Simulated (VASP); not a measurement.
Crystal: Si.

```
Si
1.0
     0.00000    2.72212    2.72212
     2.72212    0.00000    2.72212
     2.72212    2.72212    0.00000
Si
2
Direct
  0.25000 0.25000 0.25000
  0.00000 0.00000 0.00000
```

Base run:

* Program: VASP 6.6.1
* Functional: PBE
* Potentials or basis: VASP PAW PBE potentials, release 64 (Si)
* Cutoff: 520 eV
* k mesh: 8 × 8 × 8
* Occupations: fermi-dirac, width 0.02 eV
* Spin: no spin polarisation

Its results: band gap on the k mesh 0.63 eV, indirect (least direct gap 2.56 eV); pressure 1.2 GPa.

Task: The run is repeated on the same cell with these changes: k mesh from 8 × 8 × 8 to 4 × 4 × 4; occupations from fermi-dirac, width 0.02 eV to gaussian, width 0.01 eV. What comes out?

Result: Band gap on the k mesh 0.71 eV, indirect (least direct gap 2.54 eV); pressure 1.8 GPa.

Caveats: some runs use coarse meshes.

A k mesh can miss the band edges.
